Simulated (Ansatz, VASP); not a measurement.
# Ta: VASP beside Ansatz

File INCAR:

```
SYSTEM = Ta
AGGAC = 1.0
AGGAX = 1.0
ALDAC = 0.0
ALDAX = 1.0
ALGO = Normal
EDIFF = 1E-6
ENCUT = 520
GGA = B5
ISIF = 2
ISMEAR = -1
LASPH = .TRUE.
LCHARG = .FALSE.
LREAL = .FALSE.
LWAVE = .FALSE.
NBANDS = 18
NELM = 60
PREC = Accurate
SIGMA = 0.1
```

File KPOINTS:

```
k-points
0
G
  14 14 13
  0 0 0
```

File POSCAR:

```
Ta
1.0
   -3.6566299134      3.6572861789      1.4996159138
    3.6572861789     -3.6566299134      1.4996159138
    1.8977610533      1.8977610533     -1.4984139622
Ta
2
Direct
    0.9999515128      0.0000484872      1.0000000000
    0.7500484872      0.2499515128      0.5000000000
```

Input for Ansatz:

```yaml
crystal:
  lattice:
    - [-3.6566299134, 3.6572861789, 1.4996159138]
    - [3.6572861789, -3.6566299134, 1.4996159138]
    - [1.8977610533, 1.8977610533, -1.4984139622]
  atoms:
    - { symbol: Ta, position: [0.9999515128, 4.84872e-05, 1.0] }
    - { symbol: Ta, position: [0.7500484872, 0.2499515128, 0.5] }
hamiltonian:
  xc: blyp
  pseudopotentials:
    kind: paw
    azcp:
      Ta: "pseudopotentials/Ta.paw.azcp"
basis:
  ecutwfc: 420
  fft_grid_basis: typed
kpoints:
  mp_grid: { grid: [14, 14, 13], shift: [0, 0, 0] }
magnetization:
  spin_polarized: false
scf:
  occupations: { method: fermi_dirac, width: 0.1 }
  lower_state_search: "off"
output:
  stress: true
  write_density: true
  write_potential: true
  elf: true
  volumetric_format: npy
```

Alike in both runs: task single point; functional BLYP; k mesh 14 × 14 × 13; occupations fermi-dirac, width 0.1 eV; no spin polarisation.

|  | VASP | Ansatz |
| --- | --- | --- |
| version | VASP 6.6.1 | Ansatz 0.2.0 |
| potentials or method | VASP PAW PBE potentials, release 64 (Ta_pv), cutoff 520 eV | plane waves (420 eV) with PAW, scalar-relativistic |
| valence electrons in the cell | 22 | 26 |

|  | VASP | Ansatz | Ansatz less VASP |
| --- | --- | --- | --- |
| pressure (GPa) | -11.0 | -11.6 | -0.62 |
| traceless stress, the component that is largest in VASP (GPa) | -0.49 | -0.52 | -0.025 |

VASP's potentials were made for PBE, not for BLYP. The functional is the same, so the differences come from potentials, cutoffs and numerics. VASP's potentials hold 22 valence electrons a cell and Ansatz's 26, so a difference there can come from the potentials and not from the codes.

Spin-orbit coupling is off throughout.
